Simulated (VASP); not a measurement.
Ir: single point with PBEsol

Ir:

```xyz
2
Lattice="2.7079 0.0000 0.0000 -1.3539 2.3451 0.0000 0.0000 0.0000 4.3908" Properties=species:S:1:pos:R:3 pbc="T T T"
Ir    0.0000    1.5634    1.0977
Ir    1.3539    0.7817    3.2931
```

This isn't the form of Ir at room conditions, which is fcc.

- Program: VASP 6.6.1
- Task: single point
- Functional: PBEsol
- Potentials or basis: VASP PAW PBE potentials, release 64 (Ir_sv_GW)
- Cutoff: 560 eV
- k mesh: 11 × 11 × 6
- Occupations: fermi-dirac, width 0.05 eV
- Spin: no spin polarisation
- Dipole correction: no
- Further INCAR settings: ALGO = Normal; EDIFF = 1e-06; NBANDS = 24

The pressure is 3.1 GPa and the band gap on the k mesh is zero (bands 17 and 18 overlap by 3.36 eV).

Levels at points of the mesh, in eV from the Fermi level:
| k point | band 13 | band 14 | band 15 | band 16 | band 17 | band 18 | band 19 | band 20 | band 21 | band 22 |
| --- | --- | --- | --- | --- | --- | --- | --- | --- | --- | --- |
| (0.00, 0.00, 0.00) | -3.94 | -3.26 | -3.26 | -2.44 | -2.44 | -0.89 | 0.29 | 0.29 | 7.21 | 13.62 |
| (0.00, 0.00, 0.50) | -4.06 | -4.06 | -4.06 | -4.06 | -0.46 | -0.46 | -0.46 | -0.46 | 13.13 | 13.13 |

It took 22 s on 1 thread of Intel(R) Xeon(R) Platinum 8488C (Sapphire Rapids) (shared host), peak memory 0.18 GiB.

Caveat: the cell stands under pressure; the PAW data sets were made with another functional, which shifts forces and pressure a little; spin-orbit coupling is left out, which moves the levels of the heavy elements.
